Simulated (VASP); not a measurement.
# LuAg4 in VASP: further runs, part 2 of 2

VASP 6.6.1.

**4. Single point, PBE**

File INCAR:

```
SYSTEM = LuAg4
PREC     = Accurate       ! precision mode
ENCUT    = 520            ! plane-wave cutoff, eV
EDIFF    = 1E-7           ! SCF threshold, eV
ISMEAR   = -1             ! smearing method
SIGMA    = 0.1            ! smearing width, eV
LREAL    = .False.        ! projectors in reciprocal space
LASPH    = .True.         ! aspherical terms in the spheres
NELM     = 80             ! most SCF steps
ALGO     = Normal         ! electronic algorithm
ISIF     = 2              ! what is computed and relaxed
LWAVE    = .False.        ! write WAVECAR
LCHARG   = .False.        ! write CHGCAR
GGA      = PE             ! functional
NBANDS   = 42             ! bands
```

File KPOINTS:

```
regular mesh
0
Gamma
  3 3 3
  0 0 0
```

File POSCAR:

```
LuAg4
1.0
    4.8572960000      0.1059970000     -0.2151050000
    0.5211130000      4.6674870000     -0.6380540000
   -0.1041000000      0.1299930000      4.6389010000
Ag Lu
4 1
Direct
    0.6763199667      0.1205210376      0.9712041142
    0.4298904058      0.2778260262      0.4665677459
    0.3448493708      0.7806955048      0.7323923734
    0.9564561480      0.1122669062      0.4679189852
    0.9983972057      0.5814517960      0.1125921582
```

Potentials or basis: VASP PAW PBE potentials, release 64 (Ag, Lu).

Command:

```sh
$ cat potpaw_PBE.64/Ag/POTCAR potpaw_PBE.64/Lu/POTCAR > POTCAR
$ mpirun -np 1 vasp_std > vasp.out
```

OUTCAR:

```text
SYSTEM = LuAg4
   PREC = Accurate
   ENCUT = 520
   EDIFF = 1E-7
   ISMEAR = -1
   LREAL = .False.
   LASPH = .True.
   NELM = 80
   ISIF = 2
   GGA = PE

 ion  position               nearest neighbor table
   1  0.676  0.121  0.971-   3 2.55   4 2.60   2 2.65   2 2.69   4 2.78   5 2.85   5 2.92   3 3.57

   2  0.430  0.278  0.467-   4 2.53   3 2.55   4 2.57   1 2.65   1 2.69   3 2.87   5 2.90
   3  0.345  0.781  0.732-   1 2.55   2 2.55   4 2.62   5 2.84   2 2.87   5 3.35   1 3.57   5 3.59

   4  0.956  0.112  0.468-   2 2.53   2 2.57   1 2.60   3 2.62   1 2.78   5 2.84   5 2.95   5 3.54

   5  0.998  0.581  0.113-   3 2.84   4 2.84   1 2.85   2 2.90   1 2.92   4 2.95   3 3.35   4 3.54
                             3 3.59

  LATTYP: Found a triclinic cell.
 ALAT       =     6.4975791295
 B/A-ratio  =     1.2232278469
 C/A-ratio  =     0.9635450329
 COS(alpha) =     0.0152029547
 COS(beta)  =     0.5116398586
 COS(gamma) =     0.8028738344

  Lattice vectors:

 A1 = (  -4.7531960000,  -0.2359900000,  -4.4237960000)
 A2 = (  -4.2320830000,   4.4314970000,  -5.0618500000)
 A3 = (  -0.4170130000,  -4.7974800000,  -4.0008470000)

Analysis of symmetry for initial positions (statically):
=====================================================================
 Subroutine PRICEL returns:
 Original cell was already a primitive cell.

 Routine SETGRP: Setting up the symmetry group for a
 triclinic supercell.

 Subroutine GETGRP returns: Found  1 space group operations
 (whereof  1 operations were pure point group operations)
 out of a pool of  2 trial point group operations.

The static configuration has the point symmetry C_1 .

Analysis of symmetry for dynamics (positions and initial velocities):
=====================================================================
 Subroutine PRICEL returns:
 Original cell was already a primitive cell.

 Routine SETGRP: Setting up the symmetry group for a
 triclinic supercell.

 Subroutine GETGRP returns: Found  1 space group operations
 (whereof  1 operations were pure point group operations)
 out of a pool of  2 trial point group operations.

The dynamic configuration has the point symmetry C_1 .

 Subroutine INISYM returns: Found  1 space group operations
 (whereof  1 operations are pure point group operations),
 and found     1 'primitive' translations

----------------------------------------------------------------------------------------

                                     Primitive cell

  volume of cell :     105.2048

  direct lattice vectors                    reciprocal lattice vectors
     4.857296000  0.105997000 -0.215105000     0.206596558 -0.022346603  0.005262368
     0.521113000  4.667487000 -0.638054000    -0.004939619  0.213964758 -0.006106648
    -0.104100000  0.129993000  4.638901000     0.008900429  0.028393407  0.214972380

  length of vectors
     4.863211897  4.739631479  4.641889430     0.207868230  0.214108872  0.217021952

  position of ions in fractional coordinates (direct lattice)
     0.676319967  0.120521038  0.971204114
     0.429890406  0.277826026  0.466567746
     0.344849371  0.780695505  0.732392373
     0.956456148  0.112266906  0.467918985
     0.998397206  0.581451796  0.112592158
[... 38 lines left out ...]
  0.333333 -0.000000 -0.000000      2.000000
  0.000000  0.333333  0.000000      2.000000
  0.333333  0.333333  0.000000      2.000000
 -0.333333  0.333333  0.000000      2.000000
 -0.000000  0.000000  0.333333      2.000000
  0.333333  0.000000  0.333333      2.000000
 -0.333333  0.000000  0.333333      2.000000
  0.000000  0.333333  0.333333      2.000000
  0.333333  0.333333  0.333333      2.000000
 -0.333333  0.333333  0.333333      2.000000
 -0.000000 -0.333333  0.333333      2.000000
  0.333333 -0.333333  0.333333      2.000000
 -0.333333 -0.333333  0.333333      2.000000
   k-points           NKPTS =     14   k-points in BZ     NKDIM =     14   number of bands    NBANDS=     42
   number of dos      NEDOS =    301   number of ions     NIONS =      5
   total plane-waves  NPLWV =  46656
   dimension x,y,z NGX =    36 NGY =   36 NGZ =   36
   dimension x,y,z NGXF=    72 NGYF=   72 NGZF=   72
   ions per type =               4   1
   NGX,Y,Z   is equivalent  to a cutoff of  12.31, 12.63, 12.89 a.u.
   NGXF,Y,Z  is equivalent  to a cutoff of  24.61, 25.25, 25.79 a.u.
 SYSTEM =  LuAg4
   PREC   = accura    normal or accurate (medium, high low for compatibility)
   ISTART =      0    job   : 0-new  1-cont  2-samecut
   ICHARG =      2    charge: 1-file 2-atom 10-const
   ISPIN  =      1    spin polarized calculation?
   LNONCOLLINEAR =      F non collinear calculations
   LSORBIT =      F    spin-orbit coupling
   LASPH  =      T    aspherical Exc in radial PAW
   ENCUT  =  520.0 eV  38.22 Ry    6.18 a.u.   9.04  8.81  8.63*2*pi/ulx,y,z
   NELM   =     80;   NELMIN=  2; NELMDL= -5     # of ELM steps
   EDIFF  = 0.1E-06   stopping-criterion for ELM
   LREAL  =      F    real-space projection
   EDIFFG = 0.1E-05   stopping-criterion for IOM
   NSW    =      0    number of steps for IOM
   IBRION =     -1    ionic relax: 0-MD 1-quasi-New 2-CG
   NFREE  =      0    steps in history (QN), initial steepest desc. (CG)
   ISIF   =      2    stress and relaxation
   ISYM   =      2    0-nonsym 1-usesym 2-fastsym
   POTIM  = 0.5000    time-step for ionic-motion
   TEBEG  =    0.0;   TEEND  =   0.0 temperature during run
   PSTRESS=    0.0 pullay stress
   NELECT =      69.0000    total number of electrons
   NUPDOWN=      -1.0000    fix difference up-down
   EMIN   =  10.00;   EMAX   =-10.00  energy-range for DOS
   EFERMI =   0.00;   METHOD = LEGACY
   ISMEAR =    -1;   SIGMA  =   0.10  broadening in eV -4-tet -1-fermi 0-gaus
   EFERMI_NEDOS =   21; number of points for ismear=-14 and -15
   IALGO  =     38    algorithm
   IMIX   =      4    mixing-type and parameters
     AMIX     =   0.40;   BMIX     =  1.00
     AMIX_MAG =   1.60;   BMIX_MAG =  1.00
  volume/ion in A,a.u.               =      21.04       141.99
  Fermi-wavevector in a.u.,A,eV,Ry     =   1.422370  2.687890 27.526451  2.023137
  Thomas-Fermi vector in A             =   2.543081
   LORBIT       =      0    0 simple, 1 ext, 2 COOP (PROOUT), +10 PAW based schemes
   GGA     = PE    functional components
   LHFCALC =     F    Hartree Fock is set to
   AEXX    =    0.0000 exact exchange contribution
   IVDW    =     0    specifies the selected vdW correction
   LEPSILON=     F    determine dielectric tensor
   LRPA    =     F    only Hartree local field effects (RPA)
 non-spin polarized calculation
  energy-cutoff  :      520.00
  volume of cell :      105.20
 maximum number of plane-waves:      2843
   NGX = 19   NGY = 17   NGZ = 17

 number of electron      69.0000004 magnetization

 Free energy of the ion-electron system (eV)
  ---------------------------------------------------
  ext. energy  EPLUGINS =         0.00000000
  ---------------------------------------------------
  free energy    TOTEN  =       -14.10076314 eV

  energy without entropy =      -14.00610924  energy(sigma->0) =      -14.05343619

 E-fermi :   6.1998     XC(G=0): -11.1714

 val. band max:        6.1805059631   @ k =  -0.0000  -0.3333   0.3333
 cond. band min:       6.2350475207   @ k =   0.3333  -0.3333   0.3333
 fundamental gap:      0.0545415577
 Fermi energy:         6.1997804610

 k-point     1 :       0.0000    0.0000    0.0000
  band No.  band energies     occupation
      1     -51.0708      2.00000
      2     -21.7491      2.00000
      3     -21.7216      2.00000
      4     -21.6903      2.00000
      5      -1.2644      2.00000
      6      -0.3249      2.00000
[... 619 lines left out ...]
     41       9.4944      0.00000
     42      11.0245      0.00000

------------------------ aborting loop because EDIFF is reached ----------------------------------------

  FORCE on cell =-STRESS in cart. coord.  units (eV):
  Direction    XX          YY          ZZ          XY          YZ          ZX
  --------------------------------------------------------------------------------------
  -------------------------------------------------------------------------------------
  Total        9.0303874      6.9069746      6.2136065      1.2575638      0.0327168      1.7655699
  in kB      137.5249032    105.1871833     94.6277933     19.1515969      0.4982484     26.8880857
  external PRESSURE =     112.4466266 kB  Pullay stress =       0.0000000 kB

 VOLUME and BASIS-vectors are now :
 -----------------------------------------------------------------------------
  energy-cutoff  :      520.00
  volume of cell :      105.20
      direct lattice vectors                 reciprocal lattice vectors
     4.857296000  0.105997000 -0.215105000     0.206596558 -0.022346603  0.005262368
     0.521113000  4.667487000 -0.638054000    -0.004939619  0.213964758 -0.006106648
    -0.104100000  0.129993000  4.638901000     0.008900429  0.028393407  0.214972380

 POSITION                                       TOTAL-FORCE (eV/Angst)
 -----------------------------------------------------------------------------------
      3.24679      0.76047      4.28294         0.191394      0.481075     -0.359080
      2.18431      1.40297      1.89462         0.096266      0.025137     -0.274475
      2.00562      3.77565      2.82519        -0.105900     -0.300931      0.209852
      4.65558      0.68621      1.89326        -0.201643     -0.007571      0.829300
      5.14079      2.83438     -0.06345         0.019882     -0.197709     -0.405598
 -----------------------------------------------------------------------------------
    total drift:                               -0.000301     -0.000472     -0.001025

  FREE ENERGIE OF THE ION-ELECTRON SYSTEM (eV)
  ---------------------------------------------------
  free  energy   TOTEN  =       -14.1007631408 eV

  energy  without entropy=      -14.0061092356  energy(sigma->0) =      -14.05343619
```

Run time: 1.9 min. Hardware: 1 thread of Intel Xeon 6975P-C, shared host; peak memory 0.24 GiB.

What came out:

```
Free energy   : -14.1008 eV
Pressure      : 11.2 GPa
Largest force : 0.853 eV/Å
```

Forces on the atoms (eV/Å):
```
Ag   0.191  0.481 -0.359
Ag   0.096  0.025 -0.274
Ag  -0.106 -0.301  0.210
Ag  -0.202 -0.008  0.829
Lu   0.020 -0.198 -0.406
```

Levels at points of the mesh, in eV from the Fermi level:
```
           k point  band 31  band 32  band 33  band 34  band 35  band 36  band 37  band 38  band 39  band 40
(0.00, 0.00, 0.00)    -3.75    -3.29    -0.63    -0.12     0.84     1.18     1.95     2.23     2.36     2.86
```

Caveat: the k points lie up to 0.45 Å⁻¹ apart; spin-orbit coupling is left out, which moves the levels of the heavy elements.
